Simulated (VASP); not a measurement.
# RbVSe3 (Pm-3m) in VASP: further runs

The runs below take RbVSe3 through single point, relaxation of cell and atoms, with PBE.

All numbers are computed with VASP 6.6.1; they aren't measurements. Logs are shortened: lines on timing, memory, paths and dates and some standing lists are left out, and cuts for length are marked.

## Step 1: The cell of the first run

Symmetry: Pm-3m, No. 221, cubic system. The conventional cell has a = 5.703 Å, b = 5.703 Å, c = 5.703 Å, α = 90.00°, β = 90.00°, γ = 90.00°. Within 3.8 Å of Rb (site symmetry m-3m) lie 6 Se at 2.85 Å. Within 5.3 Å of V (site symmetry m-3m) lie 12 Se at 4.03 Å and 8 Rb at 4.94 Å. Se (site symmetry 4/mmm) has 2 Rb at 2.85 Å within 3.8 Å.

## Step 2: Single point, PBE, collinear spin, ferrimagnetic start

INCAR

```
SYSTEM = RbVSe3
  PREC = Accurate
  ENCUT = 500
  EDIFF = 1E-6
  ISMEAR = 0
  SIGMA = 0.1
  LREAL = .False.
  LASPH = .True.
  NELM = 200
  ALGO = Normal
  ISIF = 2
  LWAVE = .False.
  LCHARG = .False.
  ISPIN = 2
  MAGMOM = 0 3.47 -0.33 -0.33 -0.33
  LORBIT = 11
  LMAXMIX = 4
  GGA = PE
  NBANDS = 32
  GGA_COMPAT = .False.
```

KPOINTS

```
regular mesh
0
Gamma
  4 4 4
  0 0 0
```

POSCAR

```
RbVSe3
1.0
    5.7031512859      0.0000000000      0.0000000000
    0.0000000000      5.7031512859      0.0000000000
    0.0000000000      0.0000000000      5.7031512859
Rb V Se
1 1 3
Direct
    0.5000000000      0.5000000000      0.5000000000
    0.0000000000      0.0000000000      0.0000000000
    0.0000000000      0.5000000000      0.5000000000
    0.5000000000      0.0000000000      0.5000000000
    0.5000000000      0.5000000000      0.0000000000
```

Potentials or basis: VASP PAW PBE potentials, release 64 (Rb_sv, V_sv, Se).

Started as:

```
$ cat potpaw_PBE.64/Rb_sv/POTCAR potpaw_PBE.64/V_sv/POTCAR potpaw_PBE.64/Se/POTCAR > POTCAR
$ mpirun -np 1 vasp_std > vasp.out
```

OUTCAR:

```text
SYSTEM = RbVSe3
   PREC = Accurate
   ENCUT = 500
   EDIFF = 1E-6
   ISMEAR = 0
   LREAL = .False.
   LASPH = .True.
   NELM = 200
   ISIF = 2
   ISPIN = 2
   LORBIT = 11
   GGA = PE

 ion  position               nearest neighbor table
   1  0.500  0.500  0.500-   3 2.85   4 2.85   5 2.85   5 2.85   4 2.85   3 2.85
   2  0.000  0.000  0.000-
   3  0.000  0.500  0.500-   1 2.85   1 2.85
   4  0.500  0.000  0.500-   1 2.85   1 2.85
   5  0.500  0.500  0.000-   1 2.85   1 2.85

  LATTYP: Found a simple cubic cell.
 ALAT       =     5.7031512859

  Lattice vectors:

 A1 = (   5.7031512859,   0.0000000000,   0.0000000000)
 A2 = (   0.0000000000,   5.7031512859,   0.0000000000)
 A3 = (   0.0000000000,   0.0000000000,   5.7031512859)

Analysis of symmetry for initial positions (statically):
=====================================================================
 Subroutine PRICEL returns:
 Original cell was already a primitive cell.

 Routine SETGRP: Setting up the symmetry group for a
 simple cubic supercell.

 Subroutine GETGRP returns: Found 48 space group operations
 (whereof 48 operations were pure point group operations)
 out of a pool of 48 trial point group operations.

The static configuration has the point symmetry O_h .

Analysis of symmetry for dynamics (positions and initial velocities):
=====================================================================
 Subroutine PRICEL returns:
 Original cell was already a primitive cell.

 Routine SETGRP: Setting up the symmetry group for a
 simple cubic supercell.

 Subroutine GETGRP returns: Found 48 space group operations
 (whereof 48 operations were pure point group operations)
 out of a pool of 48 trial point group operations.

The dynamic configuration has the point symmetry O_h .

Analysis of structural, dynamic, and magnetic symmetry:
=====================================================================
 Subroutine PRICEL returns:
 Original cell was already a primitive cell.

 Routine SETGRP: Setting up the symmetry group for a
 simple cubic supercell.

 Subroutine GETGRP returns: Found 48 space group operations
 (whereof 48 operations were pure point group operations)
 out of a pool of 48 trial point group operations.

The overall configuration has the point symmetry O_h .

 Subroutine INISYM returns: Found 48 space group operations
 (whereof 48 operations are pure point group operations),
 and found     1 'primitive' translations

----------------------------------------------------------------------------------------

                                     Primitive cell

  volume of cell :     185.5003

  direct lattice vectors                    reciprocal lattice vectors
     5.703151286  0.000000000  0.000000000     0.175341658  0.000000000  0.000000000
     0.000000000  5.703151286  0.000000000     0.000000000  0.175341658  0.000000000
     0.000000000  0.000000000  5.703151286     0.000000000  0.000000000  0.175341658

  length of vectors
     5.703151286  5.703151286  5.703151286     0.175341658  0.175341658  0.175341658

  position of ions in fractional coordinates (direct lattice)
     0.500000000  0.500000000  0.500000000
     0.000000000  0.000000000  0.000000000
     0.000000000  0.500000000  0.500000000
     0.500000000  0.000000000  0.500000000
     0.500000000  0.500000000  0.000000000

  ion indices of the primitive-cell ions
   primitive index   ion index
                 1           1
                 2           2
                 3           3
                 4           4
                 5           5

----------------------------------------------------------------------------------------

 KPOINTS: regular mesh

Automatic generation of k-mesh.
 Grid dimensions read from file:
 generate k-points for:    4    4    4

 Generating k-lattice:

  Cartesian coordinates                     Fractional coordinates (reciprocal lattice)
     0.043835414  0.000000000  0.000000000     0.250000000  0.000000000  0.000000000
     0.000000000  0.043835414  0.000000000     0.000000000  0.250000000  0.000000000
     0.000000000  0.000000000  0.043835414     0.000000000  0.000000000  0.250000000

  Length of vectors
     0.043835414  0.043835414  0.043835414

  Shift w.r.t. Gamma in fractional coordinates (k-lattice)
     0.000000000  0.000000000  0.000000000

 Subroutine IBZKPT returns following result:
 ===========================================

 Found     10 irreducible k-points:

 Following reciprocal coordinates:
            Coordinates               Weight
  0.000000  0.000000  0.000000      1.000000
  0.250000  0.000000  0.000000      6.000000
  0.500000  0.000000  0.000000      3.000000
  0.250000  0.250000  0.000000     12.000000
  0.500000  0.250000  0.000000     12.000000
  0.500000  0.500000  0.000000      3.000000
  0.250000  0.250000  0.250000      8.000000
  0.500000  0.250000  0.250000     12.000000
  0.500000  0.500000  0.250000      6.000000
  0.500000  0.500000  0.500000      1.000000
   k-points           NKPTS =     10   k-points in BZ     NKDIM =     10   number of bands    NBANDS=     32
   number of dos      NEDOS =    301   number of ions     NIONS =      5
   total plane-waves  NPLWV =  74088
   dimension x,y,z NGX =    42 NGY =   42 NGZ =   42
   dimension x,y,z NGXF=    84 NGYF=   84 NGZF=   84
   ions per type =               1   1   3
   NGX,Y,Z   is equivalent  to a cutoff of  12.24, 12.24, 12.24 a.u.
   NGXF,Y,Z  is equivalent  to a cutoff of  24.49, 24.49, 24.49 a.u.
 SYSTEM =  RbVSe3
   PREC   = accura    normal or accurate (medium, high low for compatibility)
   ISTART =      0    job   : 0-new  1-cont  2-samecut
   ICHARG =      2    charge: 1-file 2-atom 10-const
   ISPIN  =      2    spin polarized calculation?
   LNONCOLLINEAR =      F non collinear calculations
   LSORBIT =      F    spin-orbit coupling
   LASPH  =      T    aspherical Exc in radial PAW
   ENCUT  =  500.0 eV  36.75 Ry    6.06 a.u.  10.40 10.40 10.40*2*pi/ulx,y,z
   NELM   =    200;   NELMIN=  2; NELMDL= -5     # of ELM steps
   EDIFF  = 0.1E-05   stopping-criterion for ELM
   LREAL  =      F    real-space projection
   EDIFFG = 0.1E-04   stopping-criterion for IOM
   NSW    =      0    number of steps for IOM
   IBRION =     -1    ionic relax: 0-MD 1-quasi-New 2-CG
   NFREE  =      0    steps in history (QN), initial steepest desc. (CG)
   ISIF   =      2    stress and relaxation
   ISYM   =      2    0-nonsym 1-usesym 2-fastsym
   POTIM  = 0.5000    time-step for ionic-motion
   TEBEG  =    0.0;   TEEND  =   0.0 temperature during run
   PSTRESS=    0.0 pullay stress
   NELECT =      40.0000    total number of electrons
   NUPDOWN=      -1.0000    fix difference up-down
   EMIN   =  10.00;   EMAX   =-10.00  energy-range for DOS
   EFERMI =   0.00;   METHOD = LEGACY
   ISMEAR =     0;   SIGMA  =   0.10  broadening in eV -4-tet -1-fermi 0-gaus
   EFERMI_NEDOS =   21; number of points for ismear=-14 and -15
   IALGO  =     38    algorithm
   IMIX   =      4    mixing-type and parameters
     AMIX     =   0.40;   BMIX     =  1.00
     AMIX_MAG =   1.60;   BMIX_MAG =  1.00
  volume/ion in A,a.u.               =      37.10       250.36
  Fermi-wavevector in a.u.,A,eV,Ry     =   0.981703  1.855149 13.112478  0.963740
  Thomas-Fermi vector in A             =   2.112729
   LORBIT       =     11    0 simple, 1 ext, 2 COOP (PROOUT), +10 PAW based schemes
   GGA     = PE    functional components
   LHFCALC =     F    Hartree Fock is set to
   AEXX    =    0.0000 exact exchange contribution
   IVDW    =     0    specifies the selected vdW correction
   LEPSILON=     F    determine dielectric tensor
   LRPA    =     F    only Hartree local field effects (RPA)
 spin polarized calculation
 Gauss-broadening in eV      SIGMA  =   0.10
  energy-cutoff  :      500.00
  volume of cell :      185.50
 maximum number of plane-waves:      4737
 NGX is ok and might be reduce to    42
   NGX = 21   NGY = 21   NGZ = 21

 number of electron      39.9999979 magnetization       1.5631572

 Free energy of the ion-electron system (eV)
  ---------------------------------------------------
  ext. energy  EPLUGINS =         0.00000000
  ---------------------------------------------------
  free energy    TOTEN  =       -13.64740392 eV

  energy without entropy =      -13.60264037  energy(sigma->0) =      -13.62502215

 E-fermi :   0.1710     XC(G=0):  -7.7486

 val. band max:        0.1679862379   @ k =   0.2500   0.2500   0.0000
 cond. band min:       0.1891170982   @ k =   0.2500   0.2500   0.0000
 fundamental gap:      0.0211308602
 Fermi energy:         0.1709665417

 spin component 1

 k-point     1 :       0.0000    0.0000    0.0000
  band No.  band energies     occupation
      1     -64.8044      1.00000
      2     -38.7095      1.00000
      3     -38.7095      1.00000
      4     -38.7095      1.00000
      5     -24.9731      1.00000
      6     -11.1304      1.00000
[... 339 lines left out ...]
     31       7.1980      0.00000
     32       7.1980      0.00000
 Fermi energy:         0.1709665417

 spin component 2

 k-point     1 :       0.0000    0.0000    0.0000
  band No.  band energies     occupation
      1     -61.7113      1.00000
      2     -35.6390      1.00000
      3     -35.6390      1.00000
      4     -35.6390      1.00000
      5     -24.9781      1.00000
      6     -11.6761      1.00000
[... 339 lines left out ...]
     31       7.2554      0.00000
     32       7.2554      0.00000

------------------------ aborting loop because EDIFF is reached ----------------------------------------

  FORCE on cell =-STRESS in cart. coord.  units (eV):
  Direction    XX          YY          ZZ          XY          YZ          ZX
  --------------------------------------------------------------------------------------
  -------------------------------------------------------------------------------------
  Total        0.2768247      0.2768247      0.2768247     -0.0000000     -0.0000000      0.0000000
  in kB        2.3909510      2.3909510      2.3909510     -0.0000000     -0.0000000      0.0000000
  external PRESSURE =       2.3909510 kB  Pullay stress =       0.0000000 kB

 VOLUME and BASIS-vectors are now :
 -----------------------------------------------------------------------------
  energy-cutoff  :      500.00
  volume of cell :      185.50
      direct lattice vectors                 reciprocal lattice vectors
     5.703151286  0.000000000  0.000000000     0.175341658  0.000000000  0.000000000
     0.000000000  5.703151286  0.000000000     0.000000000  0.175341658  0.000000000
     0.000000000  0.000000000  5.703151286     0.000000000  0.000000000  0.175341658

 POSITION                                       TOTAL-FORCE (eV/Angst)
 -----------------------------------------------------------------------------------
      2.85158      2.85158      2.85158         0.000000      0.000000      0.000000
      0.00000      0.00000      0.00000         0.000000      0.000000      0.000000
      0.00000      2.85158      2.85158         0.000000      0.000000      0.000000
      2.85158      0.00000      2.85158         0.000000      0.000000      0.000000
      2.85158      2.85158      0.00000         0.000000      0.000000      0.000000
 -----------------------------------------------------------------------------------
    total drift:                                0.000000     -0.000000     -0.000000

  FREE ENERGIE OF THE ION-ELECTRON SYSTEM (eV)
  ---------------------------------------------------
  free  energy   TOTEN  =       -13.6474039212 eV

  energy  without entropy=      -13.6026403689  energy(sigma->0) =      -13.62502215

 total charge

# of ion       s       p       d       tot
------------------------------------------
    1        1.981   5.280   0.148   7.409
    2        2.076   5.975   3.096  11.147
    3        1.496   2.196   0.007   3.699
    4        1.496   2.196   0.007   3.699
    5        1.496   2.196   0.007   3.699
--------------------------------------------------
tot          8.544  17.843   3.265  29.652

 magnetization (x)

# of ion       s       p       d       tot
------------------------------------------
    1        0.001  -0.003  -0.003  -0.004
    2        0.047   0.011   3.039   3.097
    3       -0.008  -0.429   0.000  -0.437
    4       -0.008  -0.429   0.000  -0.437
    5       -0.008  -0.429   0.000  -0.437
--------------------------------------------------
tot          0.023  -1.279   3.037   1.781
```

Run time: 3.4 min. Hardware: 1 thread of Oxide Virtual Turin-like, shared host; peak memory 0.32 GiB.

Results:

* Free energy: -13.6474 eV
* Pressure: 0.2 GPa
* Net moment: 1.56 μB per cell
* Site moments: Rb -0.00; V +3.10; Se -0.44 μB
* Valence electrons inside the program's atomic spheres: Rb 7.41; V 11.15; Se 3.70

With open d or f shells a metallic result of PBE can be an artefact of self-interaction; +U or a hybrid may open a gap.

## Step 3: Relaxation of cell and atoms, PBE, collinear spin, ferrimagnetic start

This run uses another cell than the first one, of 25.08 Å³/atom.

INCAR

```
PREC = Accurate
ENCUT = 500
EDIFF = 1E-7
ISMEAR = 0
SIGMA = 0.1
LREAL = False
LASPH = True
NELM = 200
ALGO = Normal
ISIF = 3
LWAVE = False
LCHARG = False
ISPIN = 2
MAGMOM = 0 3.47 -0.33 -0.33 -0.33
LORBIT = 11
LMAXMIX = 4
GGA = PE
IBRION = 2
NSW = 90
EDIFFG = -0.04
GGA_COMPAT = False
NELMIN = 4
```

KPOINTS

```
regular mesh
0
Gamma
  4 4 4
```

POSCAR: that of step 2 with these lines changed.

```diff
@@ -2,5 +2,5 @@
 1.0
-    5.7031512859      0.0000000000      0.0000000000
-    0.0000000000      5.7031512859      0.0000000000
-    0.0000000000      0.0000000000      5.7031512859
+    5.0056576231      0.0000000000      0.0000000000
+    0.0000000000      5.0056576231      0.0000000000
+    0.0000000000      0.0000000000      5.0056576231
 Rb V Se
```

Potentials or basis: VASP PAW PBE potentials, release 64 (Rb_sv, V_sv, Se).

Started as:

```
$ cat potpaw_PBE.64/Rb_sv/POTCAR potpaw_PBE.64/V_sv/POTCAR potpaw_PBE.64/Se/POTCAR > POTCAR
$ mpirun -np 1 vasp_std > vasp.out
```

OUTCAR:

```text
PREC = Accurate
   ENCUT = 500
   EDIFF = 1E-7
   ISMEAR = 0
   LREAL = False
   LASPH = True
   NELM = 200
   ISIF = 3
   ISPIN = 2
   LORBIT = 11
   GGA = PE
   IBRION = 2
   NSW = 90
   EDIFFG = -0.04
   NELMIN = 4

 ion  position               nearest neighbor table
   1  0.500  0.500  0.500-   3 2.50   4 2.50   5 2.50   5 2.50   4 2.50   3 2.50   2 4.34   2 4.34
                             2 4.34   2 4.34   2 4.34   2 4.34   2 4.34   2 4.34
   2  0.000  0.000  0.000-   1 4.34   1 4.34   1 4.34   1 4.34   1 4.34   1 4.34   1 4.34   1 4.34

   3  0.000  0.500  0.500-   1 2.50   1 2.50
   4  0.500  0.000  0.500-   1 2.50   1 2.50
   5  0.500  0.500  0.000-   1 2.50   1 2.50

  LATTYP: Found a simple cubic cell.
 ALAT       =     5.0056576231

  Lattice vectors:

 A1 = (   5.0056576231,   0.0000000000,   0.0000000000)
[... 327 lines left out ...]

 spin component 1

 k-point     1 :       0.0000    0.0000    0.0000
  band No.  band energies     occupation
      1     -64.2918      1.00000
      2     -38.1605      1.00000
      3     -38.1605      1.00000
      4     -38.1605      1.00000
      5     -24.5466      1.00000
      6     -11.0750      1.00000
[... 269 lines left out ...]
     24       0.9546      0.00000
     25       1.1588      0.00000
 Fermi energy:         0.6265143308

 spin component 2

 k-point     1 :       0.0000    0.0000    0.0000
  band No.  band energies     occupation
      1     -64.2904      1.00000
      2     -38.1591      1.00000
      3     -38.1591      1.00000
      4     -38.1591      1.00000
      5     -24.5467      1.00000
      6     -11.0768      1.00000
[... 301 lines left out ...]
  FREE ENERGIE OF THE ION-ELECTRON SYSTEM (eV)
  ---------------------------------------------------
  free  energy   TOTEN  =       -11.6865160428 eV

  energy  without entropy=      -11.5838799067  energy(sigma->0) =      -11.63519797

 reached required accuracy - stopping structural energy minimisation

 total charge

# of ion       s       p       d       tot
------------------------------------------
    1        1.987   5.274   0.180   7.441
    2        2.084   5.980   2.957  11.021
    3        1.499   2.198   0.009   3.706
    4        1.499   2.198   0.009   3.706
    5        1.499   2.198   0.009   3.706
--------------------------------------------------
tot          8.567  17.848   3.165  29.580

 magnetization (x)

# of ion       s       p       d       tot
------------------------------------------
    1        0.000  -0.000  -0.000  -0.000
    2        0.000   0.000   0.002   0.002
    3       -0.000  -0.001  -0.000  -0.001
    4       -0.000  -0.001  -0.000  -0.001
    5       -0.000  -0.001  -0.000  -0.001
--------------------------------------------------
tot         -0.000  -0.004   0.001  -0.003
```

CONTCAR:

```text
RbVSe3
   1.00000000000000
     5.5709331379578071   -0.0000000000000000   -0.0000000000000000
     0.0000000000000000    5.5709331379578071    0.0000000000000000
     0.0000000000000000    0.0000000000000000    5.5709331379578071
  Rb              V               Se
     1     1     3
Direct
     0.5000000000000000    0.5000000000000000    0.5000000000000000
     0.0000000000000000    0.0000000000000000    0.0000000000000000
     0.0000000000000000    0.5000000000000000    0.5000000000000000
     0.5000000000000000    0.0000000000000000    0.5000000000000000
     0.5000000000000000    0.5000000000000000    0.0000000000000000

  0.00000000E+00  0.00000000E+00  0.00000000E+00
  0.00000000E+00  0.00000000E+00  0.00000000E+00
  0.00000000E+00  0.00000000E+00  0.00000000E+00
  0.00000000E+00  0.00000000E+00  0.00000000E+00
  0.00000000E+00  0.00000000E+00  0.00000000E+00
```

It took 27 min on 1 thread of Oxide Virtual Turin-like, shared host; peak memory 0.29 GiB.

What came out:

```yaml
Free_energy: -11.6865 eV
Relaxed_volume: 34.58 Å³/atom
Relaxed_cell: a = 5.571 Å, b = 5.571 Å, c = 5.571 Å, α = 90.00°, β = 90.00°, γ = 90.00°
Space_group_after_relaxing_to_0.1_Å: Pm-3m (No. 221)
Energy_gained_by_relaxing: 266.9 meV/atom
Ionic_steps: 4
Pressure_after_relaxing: 0.1 GPa
Band_gap_on_the_k_mesh: zero (filled and empty bands overlap)
Net_moment: -0.01 μB per cell
Valence_electrons_inside_the_program's_atomic_spheres: Rb 7.44; V 11.02; Se 3.71
```

Step by step:
```tsv
step	energy change (eV)	largest force (eV/Å)	pressure (GPa)	volume (Å³)
1	0.0000	0.0000	12.55	125.42
2	-1.3128	0.0000	1.19	164.58
3	-1.3385	0.0000	0.30	170.73
4	-1.3346	0.0000	0.06	172.90
```

Final structure:
```xyz
5
Lattice="5.5709 0.0000 0.0000 0.0000 5.5709 0.0000 0.0000 0.0000 5.5709" Properties=species:S:1:pos:R:3 pbc="T T T"
Rb    2.7855    2.7855    2.7855
V     0.0000    0.0000    0.0000
Se    0.0000    2.7855    2.7855
Se    2.7855    0.0000    2.7855
Se    2.7855    2.7855    0.0000
```

Levels at points of the mesh, in eV from the Fermi level:
Spin up:
```csv
k point,band 17,band 18,band 19,band 20,band 21,band 22,band 23,band 24
"(0.00, 0.00, 0.00)",-0.51,-0.12,-0.01,-0.01,-0.01,0.26,0.83,0.83
"(0.50, 0.00, 0.00)",-1.11,-1.07,-0.04,0.00,0.29,0.35,0.35,0.74
"(0.50, 0.50, 0.00)",-1.17,-1.05,-0.18,-0.02,0.05,0.32,0.32,0.51
"(0.50, 0.50, 0.50)",-1.04,-0.02,0.00,0.00,0.00,0.33,0.33,0.33
```
Spin down:
```tsv
k point	band 18	band 19	band 20	band 21	band 22	band 23
(0.00, 0.00, 0.00)	-0.12	-0.12	-0.01	-0.01	-0.01	0.26
(0.50, 0.00, 0.00)	-1.07	-0.04	0.00	0.30	0.35	0.35
(0.50, 0.50, 0.00)	-1.05	-0.18	-0.01	0.05	0.32	0.32
(0.50, 0.50, 0.50)	-0.01	-0.01	0.00	0.00	0.00	0.33
```

Caveat: the volume moved by over 15 % at a fixed basis, so the end points are rough; the moments typed at the start vanished in this run. With open d or f shells a metallic result of PBE can be an artefact of self-interaction; +U or a hybrid may open a gap.

The gap in the log of VASP goes by the Fermi energy; the results here count the filled bands.